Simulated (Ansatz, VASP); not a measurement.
# Two plane-wave programs on W

```xyz
1
Lattice="-1.6746 1.5982 1.5982 1.5982 -1.6746 1.5982 1.5982 1.5982 -1.6746" Properties=species:S:1:pos:R:3 pbc="T T T"
W     0.0000    0.0000    0.0000
```

Alike in both runs: task single point; functional PBEsol; k mesh 24 × 24 × 24; occupations gaussian, width 0.15 eV; no spin polarisation.

|  | VASP | Ansatz |
| --- | --- | --- |
| version | VASP 6.6.1 | Ansatz 0.2.0 |
| potentials or method | VASP PAW PBE potentials, release 64 (W_sv), cutoff 520 eV | scalar-relativistic, plane waves, PAW |
| valence electrons in the cell | 14 | 14 |

|  | VASP | Ansatz | Ansatz less VASP |
| --- | --- | --- | --- |
| gap on the k mesh at the Fermi level (eV) | none | none | - |
| pressure (GPa) | -9.6 | -10.1 | -0.51 |
| traceless stress, the component that is largest in VASP (GPa) | 7.76 | 7.61 | -0.144 |

VASP's potentials were made for PBE, not for PBEsol. A gap of «none» marks a metal or a gap that the smearing closes.

Spin-orbit coupling is off throughout.
